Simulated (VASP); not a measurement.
Here is a VASP 6.6.1 calculation.

File POSCAR:

```
TePb
1.0
    0.0000000000      3.2310000000      3.2310000000
    3.2310000000      0.0000000000      3.2310000000
    3.2310000000      3.2310000000      0.0000000000
Pb Te
1 1
Direct
    0.0000000000      0.0000000000      0.0000000000
    0.5000000000      0.5000000000      0.5000000000
```

Contents of INCAR.step1:

```
  ALGO = Normal
  EDIFF = 1E-5
  ENCUT = 520
  GGA = PE
  ISIF = 2
  ISMEAR = -1
  LASPH = T
  LCHARG = F
  LREAL = F
  LWAVE = T
  NBANDS = 17
  NELM = 80
  PREC = Accurate
  SIGMA = 0.05
```

File INCAR.step2:

```
  AEXX = 0.2
  AGGAC = 0.81
  AGGAX = 0.72
  ALDAC = 0.19
  ALGO = Normal
  EDIFF = 1E-6
  ENCUT = 520
  GGA = B3
  ISIF = 2
  ISMEAR = -1
  ISTART = 1
  LASPH = T
  LCHARG = F
  LHFCALC = T
  LREAL = F
  LWAVE = F
  NBANDS = 17
  NELM = 80
  PREC = Accurate
  PRECFOCK = Normal
  SIGMA = 0.05
```

Contents of KPOINTS:

```
k-points
0
Gamma
  4 4 4
```

Potentials or basis: VASP PAW PBE potentials, release 64 (Pb_d, Te).

The run is started by

```sh
$ cat potpaw_PBE.64/Pb_d/POTCAR potpaw_PBE.64/Te/POTCAR > POTCAR
$ cp INCAR.step1 INCAR
$ mpirun -np 1 vasp_std > vasp.out
$ cp INCAR.step2 INCAR
$ mpirun -np 1 vasp_std > vasp.out
```

Problem. Predict the band gap on the k mesh.

Solution. 1.61 eV, direct.

Problem. What does it give for the pressure?

Solution. 4.1 GPa.

Caveat: the k points lie up to 0.42 Å⁻¹ apart; the PAW data sets were made with another functional, which shifts forces and pressure a little; spin-orbit coupling is left out, which moves the levels of the heavy elements. A k mesh can miss the band edges.
